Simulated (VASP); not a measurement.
A run of VASP 6.6.1 is set up as follows.

POSCAR

```
Pb
1.0
    0.0000000000      2.5075897876      2.5075897876
    2.5075897876      0.0000000000      2.5075897876
    2.5075897876      2.5075897876      0.0000000000
Pb
1
Direct
    0.0000000000      0.0000000000      0.0000000000
```

Contents of INCAR.step1:

```
ALGO = Normal
EDIFF = 1E-4
ENCUT = 520
GGA = PE
ISMEAR = -1
LASPH = T
LCHARG = F
LREAL = F
LWAVE = T
NBANDS = 13
NELM = 60
PREC = Accurate
SIGMA = 0.05
```

File INCAR.step2:

```
ALGO = Normal
EDIFF = 1E-6
ENCUT = 520
ISIF = 2
ISMEAR = -1
ISTART = 1
IVDW = 12
LASPH = T
LCHARG = F
LMIXTAU = T
LREAL = F
LWAVE = F
METAGGA = R2SCAN
NBANDS = 13
NELM = 60
PREC = Accurate
SIGMA = 0.05
VDW_A1 = 0.49484001
VDW_A2 = 5.73083694
VDW_S6 = 1.0
VDW_S8 = 0.78981345
```

The input KPOINTS:

```
k-points
0
Gamma
  9 9 9
```

Potentials or basis: VASP PAW PBE potentials, release 64 (Pb_d).

Run with:

```sh
$ cat potpaw_PBE.64/Pb_d/POTCAR > POTCAR
$ cp INCAR.step1 INCAR
$ mpirun -np 1 vasp_std > vasp.out
$ cp INCAR.step2 INCAR
$ mpirun -np 1 vasp_std > vasp.out
```

(1) What does it give for the dispersion energy per atom?

(2) Predict the band gap on the k mesh.

## Answers

(1) -0.187 eV.

(2) zero (band 7 reaches 14.20 eV, above the bottom of band 8 at 5.23 eV).

Caveat: spin-orbit coupling is left out, which moves the levels of the heavy elements.
